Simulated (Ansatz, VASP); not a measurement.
**Al8N: VASP beside Ansatz**

Contents of INCAR:

```
PREC = Accurate
ENCUT = 520
EDIFF = 1E-6
ISMEAR = 0
SIGMA = 0.1
LREAL = False
LASPH = True
NELM = 60
ALGO = Normal
ISIF = 2
LWAVE = False
LCHARG = False
LDIPOL = True
IDIPOL = 3
DIPOL = 0.5 0.5 0.398
GGA = PE
NBANDS = 24
```

The input KPOINTS:

```
regular mesh
0
Gamma
  9 9 1
```

Contents of POSCAR:

```
Al8N
1.0
    2.8543223330      0.0000000000      0.0000000000
   -1.4271611665      2.4719156510      0.0000000000
    0.0000000000      0.0000000000     33.4760593533
Al N
8 1
Direct
    0.3333333333      0.6666666667      0.1194883770
    0.0000000000      0.0000000000      0.1895622803
    0.6666666667      0.3333333333      0.2596361837
    0.0000000000      0.0000000000      0.3297100869
    0.3333333333      0.6666666667      0.3992195594
    0.0000000000      0.0000000000      0.4696536480
    0.6666666667      0.3333333333      0.5400996810
    0.0000000000      0.0000000000      0.6116627748
    0.8888888889     -0.8888888889      0.6621466141
```

Input for Ansatz:

```yaml
crystal:
  lattice:
    - [2.854322333, 0.0, 0.0]
    - [-1.4271611665, 2.471915651, 0.0]
    - [0.0, 0.0, 33.4760593533]
  atoms:
    - { symbol: Al, position: [0.3333333333, 0.6666666667, 0.119488377] }
    - { symbol: Al, position: [0.0, 0.0, 0.1895622803] }
    - { symbol: Al, position: [0.6666666667, 0.3333333333, 0.2596361837] }
    - { symbol: Al, position: [0.0, 0.0, 0.3297100869] }
    - { symbol: Al, position: [0.3333333333, 0.6666666667, 0.3992195594] }
    - { symbol: Al, position: [0.0, 0.0, 0.469653648] }
    - { symbol: Al, position: [0.6666666667, 0.3333333333, 0.540099681] }
    - { symbol: Al, position: [0.0, 0.0, 0.6116627748] }
    - { symbol: "N", position: [0.8888888889, -0.8888888889, 0.6621466141] }
basis:
  ecutwfc: 420
kpoints:
  mp_grid: { grid: [9, 9, 1] }
hamiltonian:
  xc: pbe
scf:
  occupations: { method: gaussian, width: 0.1 }
output:
  forces: true
  eigenvalues: true
  write_density: true
  write_potential: true
  elf: true
  volumetric_format: npy
efield:
  axis: 3
  dipole_correction: true
  ramp_width: 0.04
```

Alike in both runs: task single point; functional PBE; k mesh 9 × 9 × 1; occupations gaussian, width 0.1 eV; no spin polarisation.

|  | VASP | Ansatz |
| --- | --- | --- |
| version | VASP 6.6.1 | Ansatz 0.2.0 |
| potentials or method | VASP PAW PBE potentials, release 64 (Al, N), cutoff 520 eV | scalar-relativistic, plane waves, PAW |
| valence electrons in the cell | 29 | 29 |

```csv
,VASP,Ansatz,Ansatz less VASP
gap on the k mesh at the Fermi level (eV),none,none,-
rms of the force components (eV/Å),0.350,0.345,-0.0053
```

Atom by atom the forces differ by 0.008 eV/Å (rms over components). A gap of «none» marks a metal or a gap that the smearing closes. Ansatz's warnings: xc potential rough in thin density.
